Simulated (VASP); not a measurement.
# AlNi (Cmmm) in VASP: a series of runs, part 2 of 2

VASP 6.6.1.

## (4) Single point, LDA, collinear spin, ferromagnetic start (12.44 Å³/atom)

This run uses another cell than the first one, of 12.44 Å³/atom.

INCAR reads:

```
PREC = Accurate ; ENCUT = 520
EDIFF = 1E-7 ; ISMEAR = -1
SIGMA = 0.05 ; LREAL = False
LASPH = True ; NELM = 150
ALGO = Fast ; ISIF = 2
LWAVE = False ; LCHARG = False
ISPIN = 2 ; MAGMOM = 1 0
LORBIT = 11 ; LMAXMIX = 4
NBANDS = 18
```

KPOINTS reads:

```
Automatic mesh
0
Gamma
  10 10 9
```

POSCAR reads:

```
AlNi
1.0
    1.9767172612     -1.9914977216      0.0000000000
    1.9767172612      1.9914977216      0.0000000000
    0.0000000000      0.0000000000      3.1602186123
Ni Al
1 1
Direct
    0.5000000000      0.5000000000      0.5000000000
    0.0000000000      0.0000000000      0.0000000000
```

Potentials or basis: VASP PAW LDA potentials, release 64 (Ni, Al).

Run with:

```console
cat potpaw_LDA.64/Ni/POTCAR potpaw_LDA.64/Al/POTCAR > POTCAR
mpirun -np 1 vasp_std > vasp.out
```

OUTCAR:

```text
PREC = Accurate
   ENCUT = 520
   EDIFF = 1E-7
   ISMEAR = -1
   LREAL = False
   LASPH = True
   NELM = 150
   ISIF = 2
   ISPIN = 2
   LORBIT = 11

 ion  position               nearest neighbor table
   1  0.500  0.500  0.500-   2 2.53   2 2.53   2 2.53   2 2.53   2 2.54   2 2.54   2 2.54   2 2.54

   2  0.000  0.000  0.000-   1 2.53   1 2.53   1 2.53   1 2.53   1 2.54   1 2.54   1 2.54   1 2.54

  LATTYP: Found a base centered orthorhombic cell.
 ALAT       =     3.9534345224
 B/A-ratio  =     1.0074772759
 C/A-ratio  =     0.7993603016

  Lattice vectors:

 A1 = (   1.9767172612,  -1.9914977216,   0.0000000000)
 A2 = (   1.9767172612,   1.9914977216,   0.0000000000)
 A3 = (   0.0000000000,   0.0000000000,   3.1602186123)

Analysis of symmetry for initial positions (statically):
=====================================================================
 Subroutine PRICEL returns:
 Original cell was already a primitive cell.

 Routine SETGRP: Setting up the symmetry group for a
[... 708 lines left out ...]
      5       7.6933      1.00000
      6       7.9756      1.00000
[... 493 lines left out ...]
     17      31.4507      0.00000
     18      32.2853      0.00000

 [... further k-points ...]

------------------------ aborting loop because EDIFF is reached ----------------------------------------

  FORCE on cell =-STRESS in cart. coord.  units (eV):
  Direction    XX          YY          ZZ          XY          YZ          ZX
  --------------------------------------------------------------------------------------
  -------------------------------------------------------------------------------------
  Total       -1.5854228     -1.7901041     -2.6584896     -0.0000000      0.0000000      0.0000000
  in kB     -102.0902339   -115.2702901   -171.1882941     -0.0000000      0.0000000      0.0000000
  external PRESSURE =    -129.5162727 kB  Pullay stress =       0.0000000 kB

 VOLUME and BASIS-vectors are now :
 -----------------------------------------------------------------------------
  energy-cutoff  :      520.00
  volume of cell :       24.88
      direct lattice vectors                 reciprocal lattice vectors
     1.976717261 -1.991497722  0.000000000     0.252944622 -0.251067322  0.000000000
     1.976717261  1.991497722  0.000000000     0.252944622  0.251067322  0.000000000
     0.000000000  0.000000000  3.160218612     0.000000000  0.000000000  0.316433805

 POSITION                                       TOTAL-FORCE (eV/Angst)
 -----------------------------------------------------------------------------------
      1.97672      0.00000      1.58011        -0.000000      0.000000      0.000000
      0.00000      0.00000      0.00000         0.000000     -0.000000      0.000000
 -----------------------------------------------------------------------------------
    total drift:                                0.000000      0.000000     -0.000000

  FREE ENERGIE OF THE ION-ELECTRON SYSTEM (eV)
  ---------------------------------------------------
  free  energy   TOTEN  =       -12.0651962319 eV

  energy  without entropy=      -12.0577229887  energy(sigma->0) =      -12.06145961

 total charge

# of ion       s       p       d       tot
------------------------------------------
    1        0.468   0.482   8.472   9.422
    2        0.389   0.403   0.000   0.792
--------------------------------------------------
tot          0.857   0.885   8.472  10.214

 magnetization (x)

# of ion       s       p       d       tot
------------------------------------------
    1       -0.000  -0.000  -0.000  -0.000
    2       -0.000  -0.000   0.000  -0.000
--------------------------------------------------
tot         -0.000  -0.000  -0.000  -0.000
```

OSZICAR:

```text
N       E                     dE             d eps       ncg     rms          rms(c)
DAV:   1     0.433115737912E+02    0.43312E+02   -0.53552E+03 11456   0.794E+02
DAV:   2    -0.107304277939E+02   -0.54042E+02   -0.47552E+02 11996   0.161E+02
DAV:   3    -0.133855564391E+02   -0.26551E+01   -0.25898E+01 13406   0.367E+01
DAV:   4    -0.134173042244E+02   -0.31748E-01   -0.31722E-01 13020   0.356E+00
DAV:   5    -0.134178964959E+02   -0.59227E-03   -0.59223E-03 13120   0.533E-01    0.122E+01
RMM:   6    -0.158221884904E+02   -0.24043E+01   -0.10574E+01 14243   0.328E+01    0.179E+01
RMM:   7    -0.120920253752E+02    0.37302E+01   -0.27221E+00 13413   0.161E+01    0.140E+00
RMM:   8    -0.120766383270E+02    0.15387E-01   -0.82400E-02 12849   0.256E+00    0.738E-01
RMM:   9    -0.120668958579E+02    0.97425E-02   -0.14205E-02 13529   0.658E-01    0.583E-01
RMM:  10    -0.120652373783E+02    0.16585E-02   -0.25717E-03 15268   0.465E-01    0.140E-01
RMM:  11    -0.120652069827E+02    0.30396E-04   -0.43126E-04 15721   0.120E-01    0.952E-02
RMM:  12    -0.120651992703E+02    0.77124E-05   -0.92219E-05 17147   0.660E-02    0.615E-02
RMM:  13    -0.120651967097E+02    0.25607E-05   -0.21952E-05 15678   0.295E-02    0.168E-02
RMM:  14    -0.120651960141E+02    0.69559E-06   -0.57536E-06 15758   0.191E-02    0.601E-03
RMM:  15    -0.120651962099E+02   -0.19581E-06   -0.21224E-06 16951   0.748E-03    0.389E-03
RMM:  16    -0.120651962319E+02   -0.22053E-07   -0.19019E-07 10002   0.263E-03
   1 F= -.12065196E+02 E0= -.12061460E+02  d E =-.747324E-02  mag=     0.0000
```

Wall time 2.7 min (1 thread of Intel Xeon 8259CL, shared host); peak memory 0.22 GiB.

Results:

```
Free energy                                           : -12.0652 eV
Pressure                                              : -13.0 GPa
Net moment                                            : 0.00 μB per cell
Valence electrons inside the program's atomic spheres : Ni 9.42; Al 0.79
```

Caveat: the cell stands under tension.

## (5) The runs side by side

```csv
cell,further INCAR settings,gap on the mesh (eV),pressure (GPa),moment (μB)
"a = 2.770, b = 2.770, c = 3.120 Å, angles 90.0, 90.0, 90.4°, 2 atoms",ALGO = Fast; EDIFF = 1e-07; NBANDS = 18,none,-7.7,0.00
"a = 2.788, b = 2.788, c = 3.140 Å, angles 90.0, 90.0, 90.4°, 2 atoms",ALGO = Fast; EDIFF = 1e-06; NBANDS = 18,none,-10.3,0.00
"a = 2.806, b = 2.806, c = 3.160 Å, angles 90.0, 90.0, 90.4°, 2 atoms",ALGO = Fast; EDIFF = 1e-07; NBANDS = 18,none,-13.0,0.00
```

Alike in all rows: task single point; level LDA; potentials or basis VASP PAW LDA potentials, release 64 (Ni, Al); spin collinear, ferromagnetic start; k mesh 10 × 10 × 9; cutoff (eV) 520; smearing fermi-dirac 0.05 eV.

Caveats: the cell stands under tension.

Total energies depend on the potentials used, so only differences within one code and one set of settings carry meaning.
